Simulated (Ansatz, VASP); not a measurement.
## W: VASP beside Ansatz

INCAR

```
SYSTEM = W
PREC = Accurate
ENCUT = 520
EDIFF = 1E-7
ISMEAR = 0
SIGMA = 0.1
LREAL = .False.
LASPH = .True.
NELM = 100
ALGO = Fast
ISIF = 2
LWAVE = .False.
LCHARG = .True.
GGA = PS
LELF = .True.
LVHAR = .True.
NBANDS = 66
```

File KPOINTS:

```
Automatic mesh
0
Gamma
  8 8 8
  0 0 0
```

Contents of POSCAR:

```
W
1.0
    4.9293198275      0.0000000000      0.0000000000
    0.0000000000      4.9293198275      0.0000000000
    0.0000000000      0.0000000000      4.9293198275
W
8
Direct
    0.0000000000      0.0000000000      0.0000000000
    0.5000000000      0.5000000000      0.5000000000
    0.0000000000      0.5000000000      0.2500000000
    0.0000000000      0.5000000000      0.7500000000
    0.2500000000      0.0000000000      0.5000000000
    0.7500000000      0.0000000000      0.5000000000
    0.5000000000      0.7500000000      0.0000000000
    0.5000000000      0.2500000000      0.0000000000
```

Input for Ansatz:

```yaml
crystal:
  lattice:
    - [4.9293198275, 0.0, 0.0]
    - [0.0, 4.9293198275, 0.0]
    - [0.0, 0.0, 4.9293198275]
  atoms:
    - { symbol: W, position: [0.0, 0.0, 0.0] }
    - { symbol: W, position: [0.5, 0.5, 0.5] }
    - { symbol: W, position: [0.0, 0.5, 0.25] }
    - { symbol: W, position: [0.0, 0.5, 0.75] }
    - { symbol: W, position: [0.25, 0.0, 0.5] }
    - { symbol: W, position: [0.75, 0.0, 0.5] }
    - { symbol: W, position: [0.5, 0.75, 0.0] }
    - { symbol: W, position: [0.5, 0.25, 0.0] }
basis:
  ecutwfc: 420
kpoints:
  mp_grid: { grid: [8, 8, 8] }
hamiltonian:
  xc: pbesol
scf:
  occupations: { method: gaussian, width: 0.1 }
output:
  forces: true
  stress: true
  eigenvalues: true
```

Alike in both runs: task single point; functional PBEsol; k mesh 8 × 8 × 8; occupations gaussian, width 0.1 eV; no spin polarisation.

|  | VASP | Ansatz |
| --- | --- | --- |
| version | VASP 6.6.1 | Ansatz 0.2.0 |
| potentials or method | VASP PAW PBE potentials, release 64 (W_sv), cutoff 520 eV | scalar-relativistic, plane waves, PAW |
| valence electrons in the cell | 112 | 112 |

Ansatz gave:

* gap on the k mesh at the Fermi level (eV): none
* pressure (GPa): 22.4

Problem. What did VASP give for the same quantities?

Solution. gap on the k mesh at the Fermi level (eV): none; pressure (GPa): 23.6.

VASP's potentials were made for PBE, not for PBEsol. A gap of «none» marks a metal or a gap that the smearing closes.

Spin-orbit coupling is off throughout.
